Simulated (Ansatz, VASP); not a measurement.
**Al in VASP and in Ansatz**

```
Al
1.0
     2.84970    0.00000    0.00000
    -1.42485    2.46791    0.00000
     0.00000    0.00000    4.78670
Al
2
Cartesian
  1.4248 0.8226 3.5900
  0.0000 1.6453 1.1967
```

Alike in both runs: task single point; functional PBEsol; k mesh 18 × 18 × 10; occupations gaussian, width 0.15 eV; no spin polarisation.

|  | VASP | Ansatz |
| --- | --- | --- |
| version | VASP 6.6.1 | Ansatz 0.2.0 |
| potentials or method | VASP PAW PBE potentials, release 64 (Al), cutoff 520 eV | scalar-relativistic, plane waves, PAW |
| valence electrons in the cell | 6 | 6 |

|  | VASP | Ansatz | Ansatz less VASP |
| --- | --- | --- | --- |
| gap on the k mesh at the Fermi level (eV) | none | none | - |
| pressure (GPa) | -2.2 | -2.3 | -0.07 |
| traceless stress, the component that is largest in VASP (GPa) | -0.20 | -0.19 | +0.004 |

VASP's potentials were made for PBE, not for PBEsol, and Ansatz warns of the same on its side. A gap of «none» marks a metal or a gap that the smearing closes.
